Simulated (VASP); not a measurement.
# Sn2Sb (R3m) in VASP: further runs

Runs on Sn2Sb. Level: PBE. Tasks: single point, relaxation of cell and atoms.

All numbers are computed with VASP 6.6.1; they aren't measurements. Logs are shortened: lines on timing, memory, paths and dates and some standing lists are left out, and cuts for length are marked.

**1. The cell of the first run**

The structure is trigonal, space group R3m (No. 160). The conventional cell has a = 3.535 Å, b = 3.535 Å, c = 20.530 Å, α = 90.00°, β = 90.00°, γ = 120.00°. Within 3.6 Å of Sn (site symmetry 3m) lie 3 Sb at 2.64 Å and 7 Sn at 3.36 to 3.53 Å. Sn (site symmetry 3m) has 3 Sb at 2.64 Å and 7 Sn at 3.36 to 3.53 Å within 3.6 Å. Within 3.6 Å of Sb (site symmetry 3m) lie 6 Sn at 2.64 Å and 6 Sb at 3.53 Å.

**2. Single point, PBE**

Input file INCAR:

```
SYSTEM = Sn2Sb
ALGO = Fast
EDIFF = 1E-7
ENCUT = 520
GGA = PE
ISIF = 2
ISMEAR = 0
LASPH = .TRUE.
LCHARG = .FALSE.
LREAL = .FALSE.
LWAVE = .FALSE.
NBANDS = 24
NELM = 80
PREC = Accurate
SIGMA = 0.1
```

Input file KPOINTS:

```
k-points
0
G
  6 6 6
  0 0 0
```

Input file POSCAR:

```
Sn2Sb
1.0
    1.7674579377      1.0204423161      6.8433296059
   -1.7674579377      1.0204423161      6.8433296059
    0.0000000000     -2.0408846321      6.8433296059
Sn Sb
2 1
Direct
    0.7484000000      0.7484000000      0.7484000000
    0.5849000000      0.5849000000      0.5849000000
    0.0000000000      0.0000000000      0.0000000000
```

Potentials or basis: VASP PAW PBE potentials, release 64 (Sn_d, Sb).

The run is started by

```
> cat potpaw_PBE.64/Sn_d/POTCAR potpaw_PBE.64/Sb/POTCAR > POTCAR
> mpirun -np 1 vasp_std > vasp.out
```

OUTCAR:

```text
SYSTEM = Sn2Sb
   EDIFF = 1E-7
   ENCUT = 520
   GGA = PE
   ISIF = 2
   ISMEAR = 0
   LASPH = .TRUE.
   LREAL = .FALSE.
   NELM = 80
   PREC = Accurate

 ion  position               nearest neighbor table
   1  0.748  0.748  0.748-   3 2.64   3 2.64   3 2.64   2 3.36
   2  0.585  0.585  0.585-   3 2.64   3 2.64   3 2.64   1 3.36
   3  0.000  0.000  0.000-   1 2.64   1 2.64   1 2.64   2 2.64   2 2.64   2 2.64

  LATTYP: Found a trigonal (rhomboedric) cell.
 ALAT       =     7.1411742856
 COS(alpha) =     0.8774851014

  Lattice vectors:

 A1 = (   1.7674579377,   1.0204423161,   6.8433296059)
 A2 = (  -1.7674579377,   1.0204423161,   6.8433296059)
 A3 = (   0.0000000000,  -2.0408846321,   6.8433296059)

Analysis of symmetry for initial positions (statically):
=====================================================================
 Subroutine PRICEL returns:
 Original cell was already a primitive cell.

 Routine SETGRP: Setting up the symmetry group for a
 trigonal (rhombohedral) supercell.

 Subroutine GETGRP returns: Found  6 space group operations
 (whereof  6 operations were pure point group operations)
 out of a pool of 12 trial point group operations.

The static configuration has the point symmetry C_3v.

Analysis of symmetry for dynamics (positions and initial velocities):
=====================================================================
 Subroutine PRICEL returns:
 Original cell was already a primitive cell.

 Routine SETGRP: Setting up the symmetry group for a
 trigonal (rhombohedral) supercell.

 Subroutine GETGRP returns: Found  6 space group operations
 (whereof  6 operations were pure point group operations)
 out of a pool of 12 trial point group operations.

The dynamic configuration has the point symmetry C_3v.

 Subroutine INISYM returns: Found  6 space group operations
 (whereof  6 operations are pure point group operations),
 and found     1 'primitive' translations

----------------------------------------------------------------------------------------

                                     Primitive cell

  volume of cell :      74.0553

  direct lattice vectors                    reciprocal lattice vectors
     1.767457938  1.020442316  6.843329606     0.282892164  0.163327867  0.048709233
    -1.767457938  1.020442316  6.843329606    -0.282892164  0.163327867  0.048709233
     0.000000000 -2.040884632  6.843329606     0.000000000 -0.326655734  0.048709233

  length of vectors
     7.141174286  7.141174286  7.141174286     0.330267403  0.330267403  0.330267403

  position of ions in fractional coordinates (direct lattice)
     0.748400000  0.748400000  0.748400000
     0.584900000  0.584900000  0.584900000
     0.000000000  0.000000000  0.000000000

  ion indices of the primitive-cell ions
   primitive index   ion index
                 1           1
                 2           2
                 3           3

----------------------------------------------------------------------------------------

 KPOINTS: k-points

Automatic generation of k-mesh.
 Grid dimensions read from file:
 generate k-points for:    6    6    6

 Generating k-lattice:

  Cartesian coordinates                     Fractional coordinates (reciprocal lattice)
     0.047148694  0.027221311  0.008118205     0.166666667  0.000000000 -0.000000000
    -0.047148694  0.027221311  0.008118205     0.000000000  0.166666667 -0.000000000
     0.000000000 -0.054442622  0.008118205    -0.000000000 -0.000000000  0.166666667

  Length of vectors
     0.055044567  0.055044567  0.055044567

  Shift w.r.t. Gamma in fractional coordinates (k-lattice)
     0.000000000  0.000000000  0.000000000

 Subroutine IBZKPT returns following result:
 ===========================================

 Found     32 irreducible k-points:

 Following reciprocal coordinates:
            Coordinates               Weight
  0.000000  0.000000  0.000000      1.000000
  0.166667 -0.000000 -0.000000      6.000000
  0.333333  0.000000 -0.000000      6.000000
  0.500000  0.000000  0.000000      3.000000
  0.166667  0.166667 -0.000000      6.000000
  0.333333  0.166667  0.000000     12.000000
[... 16 lines left out ...]
  0.500000  0.500000  0.166667      6.000000
 -0.333333  0.500000  0.166667     12.000000
 [... further k-points ...]
   k-points           NKPTS =     32   k-points in BZ     NKDIM =     32   number of bands    NBANDS=     24
   number of dos      NEDOS =    301   number of ions     NIONS =      3
   total plane-waves  NPLWV = 157464
   dimension x,y,z NGX =    54 NGY =   54 NGZ =   54
   dimension x,y,z NGXF=   108 NGYF=  108 NGZF=  108
   ions per type =               2   1
   NGX,Y,Z   is equivalent  to a cutoff of  12.57, 12.57, 12.57 a.u.
   NGXF,Y,Z  is equivalent  to a cutoff of  25.14, 25.14, 25.14 a.u.
 SYSTEM =  Sn2Sb
   PREC   = accura    normal or accurate (medium, high low for compatibility)
   ISTART =      0    job   : 0-new  1-cont  2-samecut
   ICHARG =      2    charge: 1-file 2-atom 10-const
   ISPIN  =      1    spin polarized calculation?
   LNONCOLLINEAR =      F non collinear calculations
   LSORBIT =      F    spin-orbit coupling
   LASPH  =      T    aspherical Exc in radial PAW
   ENCUT  =  520.0 eV  38.22 Ry    6.18 a.u.  13.28 13.28 13.28*2*pi/ulx,y,z
   NELM   =     80;   NELMIN=  2; NELMDL= -5     # of ELM steps
   EDIFF  = 0.1E-06   stopping-criterion for ELM
   LREAL  =      F    real-space projection
   EDIFFG = 0.1E-05   stopping-criterion for IOM
   NSW    =      0    number of steps for IOM
   IBRION =     -1    ionic relax: 0-MD 1-quasi-New 2-CG
   NFREE  =      0    steps in history (QN), initial steepest desc. (CG)
   ISIF   =      2    stress and relaxation
   ISYM   =      2    0-nonsym 1-usesym 2-fastsym
   POTIM  = 0.5000    time-step for ionic-motion
   TEBEG  =    0.0;   TEEND  =   0.0 temperature during run
   PSTRESS=    0.0 pullay stress
   NELECT =      33.0000    total number of electrons
   NUPDOWN=      -1.0000    fix difference up-down
   EMIN   =  10.00;   EMAX   =-10.00  energy-range for DOS
   EFERMI =   0.00;   METHOD = LEGACY
   ISMEAR =     0;   SIGMA  =   0.10  broadening in eV -4-tet -1-fermi 0-gaus
   EFERMI_NEDOS =   21; number of points for ismear=-14 and -15
   IALGO  =     68    algorithm
   IMIX   =      4    mixing-type and parameters
     AMIX     =   0.40;   BMIX     =  1.00
     AMIX_MAG =   1.60;   BMIX_MAG =  1.00
  volume/ion in A,a.u.               =      24.69       166.58
  Fermi-wavevector in a.u.,A,eV,Ry     =   1.250434  2.362977 21.273863  1.563585
  Thomas-Fermi vector in A             =   2.384428
   LORBIT       =      0    0 simple, 1 ext, 2 COOP (PROOUT), +10 PAW based schemes
   GGA     = PE    functional components
   LHFCALC =     F    Hartree Fock is set to
   AEXX    =    0.0000 exact exchange contribution
   IVDW    =     0    specifies the selected vdW correction
   LEPSILON=     F    determine dielectric tensor
   LRPA    =     F    only Hartree local field effects (RPA)
 non-spin polarized calculation
 RMM-DIIS sequential band-by-band and
 Gauss-broadening in eV      SIGMA  =   0.10
  energy-cutoff  :      520.00
  volume of cell :       74.06
 maximum number of plane-waves:      2036
 NGX is ok and might be reduce to    54
   NGX = 27   NGY = 27   NGZ = 27

 number of electron      32.9999993 magnetization

 Free energy of the ion-electron system (eV)
  ---------------------------------------------------
  ext. energy  EPLUGINS =         0.00000000
  ---------------------------------------------------
  free energy    TOTEN  =        -8.19523250 eV

  energy without entropy =       -8.19086510  energy(sigma->0) =       -8.19304880

 E-fermi :   9.5197     XC(G=0): -10.4386

 val. band max:        9.5116892426   @ k =  -0.3333  -0.3333   0.1667
 cond. band min:       9.6508218807   @ k =   0.1667  -0.0000  -0.0000
 fundamental gap:      0.1391326381
 Fermi energy:         9.5197053223

 k-point     1 :       0.0000    0.0000    0.0000
  band No.  band energies     occupation
      1     -12.3588      2.00000
      2     -12.3168      2.00000
      3     -12.3168      2.00000
      4     -12.2839      2.00000
      5     -12.2839      2.00000
      6     -12.2536      2.00000
[... 16 lines left out ...]
     23      16.1923      0.00000
     24      16.6548      0.00000

 k-point     2 :       0.1667   -0.0000   -0.0000
  band No.  band energies     occupation
      1     -12.3496      2.00000
      2     -12.3384      2.00000
      3     -12.3084      2.00000
      4     -12.2983      2.00000
      5     -12.2703      2.00000
      6     -12.2613      2.00000
[... 16 lines left out ...]
     23      15.8282      0.00000
     24      16.7288      0.00000

 k-point     3 :       0.3333    0.0000   -0.0000
  band No.  band energies     occupation
      1     -12.3975      2.00000
      2     -12.3310      2.00000
      3     -12.3249      2.00000
      4     -12.3071      2.00000
      5     -12.2695      2.00000
      6     -12.2640      2.00000
[... 16 lines left out ...]
     23      16.6052      0.00000
     24      17.0170      0.00000

 k-point     4 :       0.5000    0.0000    0.0000
  band No.  band energies     occupation
      1     -12.4243      2.00000
      2     -12.3460      2.00000
      3     -12.3238      2.00000
      4     -12.3098      2.00000
      5     -12.2750      2.00000
      6     -12.2631      2.00000
[... 16 lines left out ...]
     23      16.4767      0.00000
     24      18.2044      0.00000

 k-point     5 :       0.1667    0.1667   -0.0000
  band No.  band energies     occupation
      1     -12.3500      2.00000
      2     -12.3371      2.00000
      3     -12.3097      2.00000
      4     -12.2983      2.00000
      5     -12.2692      2.00000
      6     -12.2603      2.00000
[... 451 lines left out ...]
 k-point    22 :      -0.1667    0.3333    0.1667
  band No.  band energies     occupation
      1     -12.4090      2.00000
      2     -12.3293      2.00000
      3     -12.3271      2.00000
      4     -12.3124      2.00000
      5     -12.2669      2.00000
      6     -12.2574      2.00000
[... 16 lines left out ...]
     23      16.8738      0.00000
     24      17.8142      0.00000

 k-point    23 :       0.5000    0.5000    0.1667
  band No.  band energies     occupation
      1     -12.3968      2.00000
      2     -12.3310      2.00000
      3     -12.3233      2.00000
      4     -12.3140      2.00000
      5     -12.2685      2.00000
      6     -12.2624      2.00000
[... 16 lines left out ...]
     23      16.6016      0.00000
     24      17.3000      0.00000

 k-point    24 :      -0.3333    0.5000    0.1667
  band No.  band energies     occupation
      1     -12.4087      2.00000
      2     -12.3318      2.00000
      3     -12.3287      2.00000
      4     -12.3106      2.00000
      5     -12.2647      2.00000
      6     -12.2576      2.00000
[... 16 lines left out ...]
     23      17.7158      0.00000
     24      18.5198      0.00000

 [... further k-points ...]

------------------------ aborting loop because EDIFF is reached ----------------------------------------

  FORCE on cell =-STRESS in cart. coord.  units (eV):
  Direction    XX          YY          ZZ          XY          YZ          ZX
  --------------------------------------------------------------------------------------
  -------------------------------------------------------------------------------------
  Total       16.3370805     16.3370805     16.7590230      0.0000000      0.0000000      0.0000000
  in kB      353.4506437    353.4506436    362.5793150      0.0000000      0.0000000      0.0000000
  external PRESSURE =     356.4935341 kB  Pullay stress =       0.0000000 kB

 VOLUME and BASIS-vectors are now :
 -----------------------------------------------------------------------------
  energy-cutoff  :      520.00
  volume of cell :       74.06
      direct lattice vectors                 reciprocal lattice vectors
     1.767457938  1.020442316  6.843329606     0.282892164  0.163327867  0.048709233
    -1.767457938  1.020442316  6.843329606    -0.282892164  0.163327867  0.048709233
     0.000000000 -2.040884632  6.843329606     0.000000000 -0.326655734  0.048709233

 POSITION                                       TOTAL-FORCE (eV/Angst)
 -----------------------------------------------------------------------------------
      0.00000      0.00000     15.36464         0.000000      0.000000      5.161375
      0.00000      0.00000     12.00799         0.000000     -0.000000     -5.185300
      0.00000      0.00000      0.00000         0.000000      0.000000      0.023925
 -----------------------------------------------------------------------------------
    total drift:                               -0.000000     -0.000000     -0.000033

  FREE ENERGIE OF THE ION-ELECTRON SYSTEM (eV)
  ---------------------------------------------------
  free  energy   TOTEN  =        -8.1952325019 eV

  energy  without entropy=       -8.1908651041  energy(sigma->0) =       -8.19304880
```

Run time: 2.9 min. Hardware: 1 thread of Intel Xeon Platinum 8488C (Sapphire Rapids), shared host; peak memory 0.39 GiB.

Results:

```yaml
Free_energy: -8.1952 eV
Pressure: 35.6 GPa
Largest_force: 5.185 eV/Å
Band_gap_on_the_k_mesh: zero (an odd number of electrons rules out a gap without spin polarisation)
```

Forces in eV/Å, atoms in the order of the input:
```
Sn   0.000  0.000  5.161
Sn   0.000  0.000 -5.185
Sb   0.000  0.000  0.024
```

Stress tensor (GPa, compression positive):
```
35.35  0.00  0.00
 0.00 35.35  0.00
 0.00  0.00 36.26
```

Levels at points of the mesh, in eV from the Fermi level:
| k point | band 12 | band 13 | band 14 | band 15 | band 16 | band 17 | band 18 | band 19 | band 20 | band 21 |
| --- | --- | --- | --- | --- | --- | --- | --- | --- | --- | --- |
| (0.00, 0.00, 0.00) | -10.21 | -6.52 | 0.15 | 0.38 | 0.38 | 3.03 | 4.26 | 4.26 | 4.56 | 4.56 |
| (0.50, 0.00, 0.00) | -9.35 | -6.79 | -5.01 | -2.97 | -2.47 | -0.80 | 1.52 | 1.89 | 2.54 | 4.26 |
| (0.50, 0.50, 0.00) | -9.32 | -7.01 | -5.21 | -2.53 | -2.10 | -0.38 | 1.22 | 2.00 | 2.36 | 3.35 |
| (0.50, 0.50, 0.50) | -10.61 | -4.50 | -3.21 | 0.35 | 0.35 | 3.64 | 4.17 | 4.17 | 4.79 | 4.79 |

Caveat: the cell stands under pressure; spin-orbit coupling is left out, which moves the levels of the heavy elements; forces of over 1 eV/Å act on the atoms, so gaps and moduli don't describe the material at rest.

**3. Single point, PBE**

This run uses another cell than the first one, of 30.57 Å³/atom.

Input file INCAR:

```
PREC = Accurate
ENCUT = 520
EDIFF = 1E-6
ISMEAR = 0
SIGMA = 0.1
LREAL = F
LASPH = T
NELM = 60
ALGO = Fast
ISIF = 2
LWAVE = F
LCHARG = T
GGA = PE
LELF = T
LVHAR = T
NBANDS = 24
```

Input file KPOINTS:

```
Automatic mesh
0
Gamma
  6 6 6
```

Input file POSCAR:

```
Sn2Sb
1.0
    2.1220585849      1.2251710952      5.8790243564
   -2.1220585849      1.2251710952      5.8790243564
    0.0000000000     -2.4503421904      5.8790243564
Sn Sb
2 1
Direct
    0.7729875534      0.7729875534      0.7729875534
    0.5589782444      0.5589782444      0.5589782444
    0.0013342022      0.0013342022      0.0013342022
```

Potentials or basis: VASP PAW PBE potentials, release 64 (Sn_d, Sb).

The run is started by

```
> cat potpaw_PBE.64/Sn_d/POTCAR potpaw_PBE.64/Sb/POTCAR > POTCAR
> mpirun -np 1 vasp_std > vasp.out
```

Wall time 2.2 min (1 thread of Intel Xeon Platinum 8488C (Sapphire Rapids), shared host); peak memory 0.34 GiB.

The run converged. Its results:

- Free energy: -11.6173 eV
- Pressure: -0.1 GPa
- Largest force: 0.008 eV/Å
- Band gap on the k mesh: zero (an odd number of electrons rules out a gap without spin polarisation)

Forces on the atoms (eV/Å):
```
Sn   0.000  0.000 -0.008
Sn   0.000  0.000  0.002
Sb   0.000  0.000  0.005
```

Levels at points of the mesh, in eV from the Fermi level:
```tsv
k point	band 14	band 15	band 16	band 17	band 18	band 19
(0.00, 0.00, 0.00)	-0.26	-0.26	0.47	1.34	1.34	1.39
(0.50, 0.00, 0.00)	-4.01	-1.84	-1.54	-1.27	-0.28	1.64
(0.50, 0.50, 0.00)	-4.30	-2.26	-1.25	-0.16	1.83	2.49
(0.50, 0.50, 0.50)	-1.36	-0.59	-0.59	2.00	2.00	3.05
```

Caveat: spin-orbit coupling is left out, which moves the levels of the heavy elements.

**4. Relaxation of cell and atoms, PBE**

Input file INCAR:

```
ALGO = Normal ; EDIFF = 1E-7
EDIFFG = -0.04 ; ENCUT = 600
GGA = PE ; IBRION = 2
ISIF = 3 ; ISMEAR = 0
LASPH = T ; LCHARG = F
LREAL = F ; LWAVE = F
NELM = 100 ; NSW = 90
PREC = Accurate ; SIGMA = 0.1
```

Input file KPOINTS:

```
k-points
0
Gamma
  6 6 6
```

Input file POSCAR:

```
Sn2Sb
1.0
    1.7674579377      1.0204423161      6.8433296059
   -1.7674579377      1.0204423161      6.8433296059
    0.0000000000     -2.0408846321      6.8433296059
Sn Sb
2 1
Direct
    0.7484000000      0.7484000000      0.7484000000
    0.5849000000      0.5849000000      0.5849000000
    0.0000000000      0.0000000000      0.0000000000
```

The run is started by

```
> cat potpaw_PBE.64/Sn_d/POTCAR potpaw_PBE.64/Sb/POTCAR > POTCAR
> mpirun -np 1 vasp_std > vasp.out
```

It took 40 min on 1 thread of Intel Xeon Platinum 8488C (Sapphire Rapids), shared host; peak memory 0.59 GiB.

Results (log left out):

- Free energy: -11.6129 eV
- Relaxed volume: 30.41 Å³/atom
- Relaxed cell: a = 6.372 Å, b = 6.372 Å, c = 6.372 Å, α = 38.78°, β = 38.78°, γ = 38.78°
- Space group after relaxing (to 0.1 Å): R3m (No. 160)
- Energy gained by relaxing: 1139.1 meV/atom
- Ionic steps: 20
- Pressure after relaxing: 0.2 GPa
- Largest force after relaxing: 0.028 eV/Å
- Band gap on the k mesh: zero (an odd number of electrons rules out a gap without spin polarisation)

Forces on the atoms (eV/Å):
```
Sn   0.000  0.000 -0.014
Sn   0.000  0.000 -0.014
Sb   0.000  0.000  0.028
```

The path:
| step | energy change (eV) | largest force (eV/Å) | pressure (GPa) | volume (Å³) |
| --- | --- | --- | --- | --- |
| 1 | 0.0000 | 5.1849 | 35.68 | 74.06 |
| 2 | -1.1790 | 0.8809 | -6.73 | 149.98 |
| 3 | -2.7986 | 0.0163 | -1.25 | 104.90 |
| 4 | -2.8067 | 0.0883 | -0.71 | 103.52 |
| 5 | -2.8093 | 0.1659 | -0.11 | 102.15 |
| 6 | -2.8088 | 0.1299 | -0.37 | 102.77 |
| 7 | -2.8700 | 0.0592 | -0.29 | 102.61 |
| 8 | -3.0499 | 0.3071 | 0.07 | 101.66 |
| 9 | -3.1183 | 1.1013 | 1.83 | 97.51 |
| 10 | -3.1466 | 1.0223 | 1.40 | 98.62 |
| 11 | -3.1722 | 0.9063 | 0.62 | 99.61 |
| 12 | -3.1930 | 0.7386 | -0.57 | 101.31 |
| 13 | -3.1942 | 0.6995 | -0.84 | 101.74 |
| 14 | -3.2240 | 0.6865 | -0.85 | 100.94 |
| 15 | -3.3057 | 0.5527 | -0.82 | 98.57 |
| 16 | -3.4069 | 0.1710 | -0.47 | 93.91 |
| 17 | -3.4167 | 0.0718 | -0.11 | 91.63 |
| 18 | -3.4171 | 0.0369 | -0.19 | 92.04 |
| 19 | -3.4170 | 0.0499 | -0.16 | 91.85 |
| 20 | -3.4173 | 0.0281 | 0.17 | 91.24 |

Final structure:
```
Sn Sb
1.0
     2.11553    1.22140    5.88538
    -2.11553    1.22140    5.88538
     0.00000   -2.44280    5.88538
Sn Sb
2 1
Direct
  0.77310 0.77310 0.77310
  0.55916 0.55916 0.55916
  0.00104 0.00104 0.00104
```

Levels at points of the mesh, in eV from the Fermi level:
```tsv
k point	band 14	band 15	band 16	band 17	band 18	band 19
(0.00, 0.00, 0.00)	-0.23	-0.23	0.51	1.38	1.38	1.44
(0.50, 0.00, 0.00)	-4.04	-1.84	-1.52	-1.28	-0.26	1.66
(0.50, 0.50, 0.00)	-4.31	-2.24	-1.25	-0.17	1.83	2.52
(0.50, 0.50, 0.50)	-1.39	-0.55	-0.55	2.04	2.04	3.09
```

Caveat: the volume moved by over 15 % at a fixed basis, so the end points are rough; spin-orbit coupling is left out, which moves the levels of the heavy elements.

(Part 1 of 2 ends here.)

The gap in the log of VASP goes by the Fermi energy; the results here count the filled bands.